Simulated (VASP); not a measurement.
Set up this calculation in VASP 6.6.1, as the native input.

- Task: relaxation of cell and atoms
- Functional: PBE
- Potentials or basis: VASP PAW PBE potentials, release 64 (Pd, Pt, S)
- Cutoff: 600 eV
- k mesh: 6 × 6 × 10
- Occupations: gaussian, width 0.1 eV
- Spin: no spin polarisation
- Dipole correction: no
- Further INCAR settings: ALGO = Normal; EDIFF = 1e-06; IBRION = 2; EDIFFG = -0.01; NSW = 100; ISIF = 3

The structure of Pd2PtS3 lies in POSCAR:

```
Pd2PtS3
1.0
    6.0565990400      0.0000000000      0.0000000000
   -3.0282995200      5.2451686300      0.0000000000
    0.0000000000      0.0000000000      3.5601318400
Pd Pt S
2 1 3
Direct
    0.3333333300      0.6666666700      0.5000000000
    0.6666666700      0.3333333300      0.5000000000
    0.0000000000      0.0000000000      0.5000000000
    0.0000000000      0.5000000000      0.0000000000
    0.5000000000      0.0000000000      0.0000000000
    0.5000000000      0.5000000000      0.0000000000
```

One way to write it, as run:

INCAR

```
PREC = Accurate
ENCUT = 600
EDIFF = 1E-6
ISMEAR = 0
SIGMA = 0.1
LREAL = F
LASPH = T
NELM = 100
ALGO = Normal
ISIF = 3
LWAVE = F
LCHARG = F
GGA = PE
IBRION = 2
NSW = 100
EDIFFG = -0.01
```

KPOINTS

```
regular mesh
0
Gamma
  6 6 10
```

Potentials or basis: VASP PAW PBE potentials, release 64 (Pd, Pt, S).

Command:

```console
$ cat potpaw_PBE.64/Pd/POTCAR potpaw_PBE.64/Pt/POTCAR potpaw_PBE.64/S/POTCAR > POTCAR
$ mpirun -np 1 vasp_std > vasp.out
```

It gave:

```json
{"Relaxed volume": "18.74 Å³/atom", "Relaxed cell": "a = 6.310 Å, b = 6.310 Å, c = 3.261 Å, α = 90.00°, β = 90.00°, γ = 120.00°", "Space group after relaxing (to 0.05 Å)": "P6/mmm (No. 191)", "Energy gained by relaxing": "19.1 meV/atom", "Ionic steps": "15", "Pressure after relaxing": "0.0 GPa", "Band gap on the k mesh": "zero (band 24 reaches 6.34 eV, above the bottom of band 25 at 6.04 eV)"}
```

Caveat: spin-orbit coupling is left out, which moves the levels of the heavy elements.

Run time: 12 min on 1 thread of Intel(R) Xeon(R) 6975P-C (Granite Rapids), with other jobs on the host, peak memory 0.37 GiB.
